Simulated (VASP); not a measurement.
# Tl (Pm-3m) in VASP: single point with LDA

Aim: the single point of Tl with LDA.

All numbers are computed with VASP 6.6.1; they aren't measurements. Logs are shortened: lines on timing, memory, paths and dates and some standing lists are left out, and cuts for length are marked.

## Step 1: The cell of the first run

Symmetry: Pm-3m, No. 221, cubic system. Conventional cell: a = 3.067 Å, b = 3.067 Å, c = 3.067 Å, α = 90.00°, β = 90.00°, γ = 90.00°. Within 4.0 Å of Tl (site symmetry m-3m) lie 6 Tl at 3.07 Å.

This isn't the form of Tl at room conditions, which is hcp.

## Step 2: Single point, LDA, non-collinear spin, zero start, spin-orbit coupling

INCAR reads:

```
SYSTEM = Tl
  PREC = Accurate
  ENCUT = 520
  EDIFF = 1E-7
  ISMEAR = -1
  SIGMA = 0.05
  LREAL = .FALSE.
  LASPH = .TRUE.
  NELM = 150
  ALGO = Normal
  ISIF = 2
  LWAVE = .FALSE.
  LCHARG = .FALSE.
  LNONCOLLINEAR = .TRUE.
  MAGMOM = 0 0 0
  LORBIT = 11
  LSORBIT = .TRUE.
  GGA_COMPAT = .FALSE.
  LORBMOM = .TRUE.
  NBANDS = 24
```

KPOINTS reads:

```
regular mesh
0
G
  13 13 13
  0 0 0
```

POSCAR reads:

```
Tl
1.0
    3.0671966040      0.0000000000      0.0000000000
    0.0000000000      3.0671966040      0.0000000000
    0.0000000000      0.0000000000      3.0671966040
Tl
1
Direct
    0.0000000000      0.0000000000      0.0000000000
```

Potentials or basis: VASP PAW LDA potentials, release 64 (Tl_d).

Run with:

```console
$ cat potpaw_LDA.64/Tl_d/POTCAR > POTCAR
$ mpirun -np 1 vasp_ncl > vasp.out
```

OUTCAR:

```text
SYSTEM = Tl
   PREC = Accurate
   ENCUT = 520
   EDIFF = 1E-7
   ISMEAR = -1
   LREAL = .FALSE.
   LASPH = .TRUE.
   NELM = 150
   ISIF = 2
   LNONCOLLINEAR = .TRUE.
   LORBIT = 11
   LSORBIT = .TRUE.

 ion  position               nearest neighbor table
   1  0.000  0.000  0.000-

  LATTYP: Found a simple cubic cell.
 ALAT       =     3.0671966040

  Lattice vectors:

 A1 = (   3.0671966040,   0.0000000000,   0.0000000000)
 A2 = (   0.0000000000,   3.0671966040,   0.0000000000)
 A3 = (   0.0000000000,   0.0000000000,   3.0671966040)

Analysis of symmetry for initial positions (statically):
=====================================================================
 Subroutine PRICEL returns:
 Original cell was already a primitive cell.

 Routine SETGRP: Setting up the symmetry group for a
 simple cubic supercell.

 Subroutine GETGRP returns: Found 48 space group operations
 (whereof 48 operations were pure point group operations)
 out of a pool of 48 trial point group operations.

The static configuration has the point symmetry O_h .

Analysis of symmetry for dynamics (positions and initial velocities):
=====================================================================
 Subroutine PRICEL returns:
 Original cell was already a primitive cell.

 Routine SETGRP: Setting up the symmetry group for a
 simple cubic supercell.

 Subroutine GETGRP returns: Found 48 space group operations
 (whereof 48 operations were pure point group operations)
 out of a pool of 48 trial point group operations.

The dynamic configuration has the point symmetry O_h .

Analysis of structural, dynamic, and magnetic symmetry:
=====================================================================
 Subroutine PRICEL returns:
 Original cell was already a primitive cell.

 Routine SETGRP: Setting up the symmetry group for a
 simple cubic supercell.

 Subroutine GETGRP returns: Found 48 space group operations
 (whereof 48 operations were pure point group operations)
 out of a pool of 48 trial point group operations.

The overall configuration has the point symmetry O_h .

 Subroutine INISYM returns: Found 48 space group operations
 (whereof 48 operations are pure point group operations),
 and found     1 'primitive' translations

----------------------------------------------------------------------------------------

                                     Primitive cell

  volume of cell :      28.8553

  direct lattice vectors                    reciprocal lattice vectors
     3.067196604  0.000000000  0.000000000     0.326030617  0.000000000  0.000000000
     0.000000000  3.067196604  0.000000000     0.000000000  0.326030617  0.000000000
     0.000000000  0.000000000  3.067196604     0.000000000  0.000000000  0.326030617

  length of vectors
     3.067196604  3.067196604  3.067196604     0.326030617  0.326030617  0.326030617

  position of ions in fractional coordinates (direct lattice)
     0.000000000  0.000000000  0.000000000

  ion indices of the primitive-cell ions
   primitive index   ion index
                 1           1

----------------------------------------------------------------------------------------

 KPOINTS: regular mesh

Automatic generation of k-mesh.
 Grid dimensions read from file:
 generate k-points for:   13   13   13

 Generating k-lattice:

  Cartesian coordinates                     Fractional coordinates (reciprocal lattice)
     0.025079278  0.000000000  0.000000000     0.076923077  0.000000000  0.000000000
     0.000000000  0.025079278  0.000000000     0.000000000  0.076923077  0.000000000
     0.000000000  0.000000000  0.025079278     0.000000000  0.000000000  0.076923077

  Length of vectors
     0.025079278  0.025079278  0.025079278
[... 49 lines left out ...]
   LNONCOLLINEAR =      T non collinear calculations
   LSORBIT =      T    spin-orbit coupling
   LASPH  =      T    aspherical Exc in radial PAW
   ENCUT  =  520.0 eV  38.22 Ry    6.18 a.u.   5.70  5.70  5.70*2*pi/ulx,y,z
   NELM   =    150;   NELMIN=  2; NELMDL= -5     # of ELM steps
   EDIFF  = 0.1E-06   stopping-criterion for ELM
   LREAL  =      F    real-space projection
   EDIFFG = 0.1E-05   stopping-criterion for IOM
   NSW    =      0    number of steps for IOM
   IBRION =     -1    ionic relax: 0-MD 1-quasi-New 2-CG
   NFREE  =      0    steps in history (QN), initial steepest desc. (CG)
   ISIF   =      2    stress and relaxation
   ISYM   =      2    0-nonsym 1-usesym 2-fastsym
   POTIM  = 0.5000    time-step for ionic-motion
   TEBEG  =    0.0;   TEEND  =   0.0 temperature during run
   PSTRESS=    0.0 pullay stress
   NELECT =      13.0000    total number of electrons
   NUPDOWN=      -1.0000    fix difference up-down
   EMIN   =  10.00;   EMAX   =-10.00  energy-range for DOS
   EFERMI =   0.00;   METHOD = LEGACY
   ISMEAR =    -1;   SIGMA  =   0.05  broadening in eV -4-tet -1-fermi 0-gaus
   EFERMI_NEDOS =   21; number of points for ismear=-14 and -15
   IALGO  =     38    algorithm
   IMIX   =      4    mixing-type and parameters
     AMIX     =   0.40;   BMIX     =  1.00
     AMIX_MAG =   1.60;   BMIX_MAG =  1.00
  volume/ion in A,a.u.               =      28.86       194.72
  Fermi-wavevector in a.u.,A,eV,Ry     =   1.255011  2.371628 21.429905  1.575054
  Thomas-Fermi vector in A             =   2.388789
   LORBIT       =     11    0 simple, 1 ext, 2 COOP (PROOUT), +10 PAW based schemes
   GGA     = CA    functional components
   LHFCALC =     F    Hartree Fock is set to
   AEXX    =    0.0000 exact exchange contribution
   IVDW    =     0    specifies the selected vdW correction
   LEPSILON=     F    determine dielectric tensor
   LRPA    =     F    only Hartree local field effects (RPA)
  energy-cutoff  :      520.00
  volume of cell :       28.86
 maximum number of plane-waves:      1600
 NGX is ok and might be reduce to    24
   NGX = 11   NGY = 11   NGZ = 11

 number of electron      13.0000001 magnetization      -0.0000000     -0.0000000      0.0000000

 number of electron      13.0000001 magnetization      -0.0000000      0.0000000      0.0000000

 number of electron      13.0000001 magnetization      -0.0000000     -0.0000000     -0.0000000

 number of electron      13.0000001 magnetization       0.0000000      0.0000000      0.0000000

 Free energy of the ion-electron system (eV)
  ---------------------------------------------------
  ext. energy  EPLUGINS =         0.00000000
  ---------------------------------------------------
  free energy    TOTEN  =        -3.12372819 eV

  energy without entropy =       -3.11721430  energy(sigma->0) =       -3.12047124

 E-fermi :   6.1280     XC(G=0): -10.3586

 val. band max:        6.1156319489   @ k =   0.4615   0.3077   0.3077
 cond. band min:       6.1439575821   @ k =   0.3846   0.3846   0.0769
 fundamental gap:      0.0283256332
 Fermi energy:         6.1280028159

 k-point     1 :       0.0000    0.0000    0.0000
  band No.  band energies     occupation
      1      -6.9205      1.00000
      2      -6.9205      1.00000
      3      -6.9205      1.00000
      4      -6.9205      1.00000
      5      -4.6606      1.00000
      6      -4.6606      1.00000
[... 637 lines left out ...]
     23      21.7871      0.00000
     24      21.7871      0.00000

 [... further k-points ...]

------------------------ aborting loop because EDIFF is reached ----------------------------------------

  FORCE on cell =-STRESS in cart. coord.  units (eV):
  Direction    XX          YY          ZZ          XY          YZ          ZX
  --------------------------------------------------------------------------------------
  -------------------------------------------------------------------------------------
  Total        0.0675526      0.0675526      0.0675526     -0.0000000      0.0000000     -0.0000000
  in kB        3.7508340      3.7508340      3.7508340     -0.0000000      0.0000000     -0.0000000
  external PRESSURE =       3.7508340 kB  Pullay stress =       0.0000000 kB

 VOLUME and BASIS-vectors are now :
 -----------------------------------------------------------------------------
  energy-cutoff  :      520.00
  volume of cell :       28.86
      direct lattice vectors                 reciprocal lattice vectors
     3.067196604  0.000000000  0.000000000     0.326030617  0.000000000  0.000000000
     0.000000000  3.067196604  0.000000000     0.000000000  0.326030617  0.000000000
     0.000000000  0.000000000  3.067196604     0.000000000  0.000000000  0.326030617

 POSITION                                       TOTAL-FORCE (eV/Angst)
 -----------------------------------------------------------------------------------
      0.00000      0.00000      0.00000         0.000000      0.000000      0.000000
 -----------------------------------------------------------------------------------
    total drift:                                0.000000     -0.000000      0.000000

  FREE ENERGIE OF THE ION-ELECTRON SYSTEM (eV)
  ---------------------------------------------------
  free  energy   TOTEN  =        -3.1237281941 eV

  energy  without entropy=       -3.1172142956  energy(sigma->0) =       -3.12047124

 orbital moment (x)

 # of ion     p       d       tot
 ----------------------------------------
  1        -0.000   0.000   0.000
 ----------------------------------------
           -0.000   0.000   0.000

 orbital moment (y)

 # of ion     p       d       tot
 ----------------------------------------
  1         0.000  -0.000  -0.000
 ----------------------------------------
            0.000  -0.000  -0.000

 orbital moment (z)

 # of ion     p       d       tot
 ----------------------------------------
  1         0.000   0.000   0.000
 ----------------------------------------
            0.000   0.000   0.000

 Spin-Orbit-Coupling matrix elements

 Ion:    1  E_soc:     -0.6795322
 l=   1
     0.0000000    -0.0616033    -0.0616033
    -0.0616033     0.0000000    -0.0616033
    -0.0616033    -0.0616033     0.0000000
 l=   2
     0.0000000    -0.0103836     0.0000000    -0.0103836    -0.0412685
    -0.0103836     0.0000000    -0.0309514    -0.0103836    -0.0103171
     0.0000000    -0.0309514     0.0000000    -0.0309514     0.0000000
    -0.0103836    -0.0103836    -0.0309514     0.0000000    -0.0103171
    -0.0412685    -0.0103171     0.0000000    -0.0103171     0.0000000
 l=   3
     0.0000000     0.0000000     0.0000000     0.0000000     0.0000000     0.0000000     0.0000000
     0.0000000     0.0000000     0.0000000     0.0000000     0.0000000     0.0000000     0.0000000
     0.0000000     0.0000000     0.0000000     0.0000000     0.0000000     0.0000000     0.0000000
     0.0000000     0.0000000     0.0000000     0.0000000     0.0000000     0.0000000     0.0000000
     0.0000000     0.0000000     0.0000000     0.0000000     0.0000000     0.0000000     0.0000000
     0.0000000     0.0000000     0.0000000     0.0000000     0.0000000     0.0000000     0.0000000
     0.0000000     0.0000000     0.0000000     0.0000000     0.0000000     0.0000000     0.0000000

 total charge

# of ion       s       p       d       tot
------------------------------------------
    1        1.152   0.494   9.630  11.276

 magnetization (x)

# of ion       s       p       d       tot
------------------------------------------
    1       -0.000  -0.000  -0.000  -0.000

 magnetization (y)

# of ion       s       p       d       tot
------------------------------------------
    1        0.000   0.000   0.000   0.000

 magnetization (z)

# of ion       s       p       d       tot
------------------------------------------
    1        0.000  -0.000   0.000   0.000
```

Run time: 55 s. Hardware: 1 thread of Intel Xeon Platinum 8488C (Sapphire Rapids), shared host; peak memory 0.22 GiB.

What came out:

| Item | Value |
| --- | --- |
| Free energy | -3.1237 eV |
| Pressure | 0.4 GPa |
| Net moment | 0.00 μB per cell |
| Valence electrons inside the program's atomic spheres | Tl 11.28 |

Moments on the atoms (μB; x, y, z):
```
Tl  0.00 0.00 0.00
```
